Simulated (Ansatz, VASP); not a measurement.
**Two plane-wave programs on Na4ScNbSi3O12**

```
Na Sc Nb Si O
1.0
     4.60835    2.66063    7.48067
    -4.60835    2.66063    7.48067
     0.00000   -5.32126    7.48067
Na Sc Nb Si O
8 2 2 6 24
Cartesian
  1.2147 2.7619 13.0233
  1.7846 -2.4329 13.0233
  -2.9992 -0.3290 13.0233
  -1.6091 2.3316 9.2830
  2.8238 0.2277 9.2830
  -1.2147 -2.5593 9.2830
  0.0000 0.0000 11.1068
  0.0000 0.0000 22.3278
  0.0000 0.0000 7.8894
  0.0000 0.0000 19.1104
  0.0000 0.0000 14.5128
  0.0000 0.0000 3.2918
  -1.9037 2.6479 13.1317
  3.2450 0.3247 13.1317
  -1.3413 -2.9726 13.1317
  -3.2670 -0.3119 9.3914
  1.3634 2.9853 9.3914
  1.9037 -2.6733 9.3914
  1.7952 0.2134 6.9599
  -0.7128 -1.6614 6.9599
  -1.0824 1.4480 6.9599
  -3.5260 -1.2126 10.7002
  0.7128 3.6599 10.7002
  2.8131 -2.4473 10.7002
  -1.6756 -0.2385 15.5461
  0.6313 1.5704 15.5461
  1.0444 -1.3319 15.5461
  3.5640 1.3287 11.8058
  -0.6313 -3.7509 11.8058
  -2.9327 2.4221 11.8058
  0.9174 -1.3932 9.2603
  -1.6652 -0.0979 9.2603
  0.7479 1.4911 9.2603
  3.8605 -1.1696 13.0006
  -2.9431 -2.7585 13.0006
  -0.9174 3.9281 13.0006
  -1.0138 1.2368 13.1964
  1.5780 0.2596 13.1964
  -0.5642 -1.4964 13.1964
  -4.0442 1.1642 9.4560
  3.0303 2.9202 9.4560
  1.0138 -4.0845 9.4560
```

Alike in both runs: task electric field gradients; functional PBE; k mesh 3 × 3 × 3; occupations fermi-dirac, width 0.02 eV; no spin polarisation.

```csv
,VASP,Ansatz
version,VASP 6.6.1,Ansatz 0.2.0
potentials or method,"VASP PAW PBE potentials, release 64 (Na_pv, Sc_sv, Nb_sv, Si, O)","plane-wave PAW, scalar-relativistic"
plane-wave cutoff (eV),520,420
valence electrons in the cell,272,288
```

```tsv
	VASP	Ansatz	Ansatz less VASP
gap on the k mesh at the Fermi level (eV)	2.65	2.67	+0.018
pressure (GPa)	-1.8	-2.0	-0.16
rms of the force components (eV/Å)	0.148	0.141	-0.0072
size of Vzz on the site where it differs most (V/Å²)	54.7	57.5	+2.76
```

Atom by atom the forces differ by 0.021 eV/Å (rms over components). VASP's potentials hold 272 valence electrons a cell and Ansatz's 288, so a difference there can come from the potentials and not from the codes.
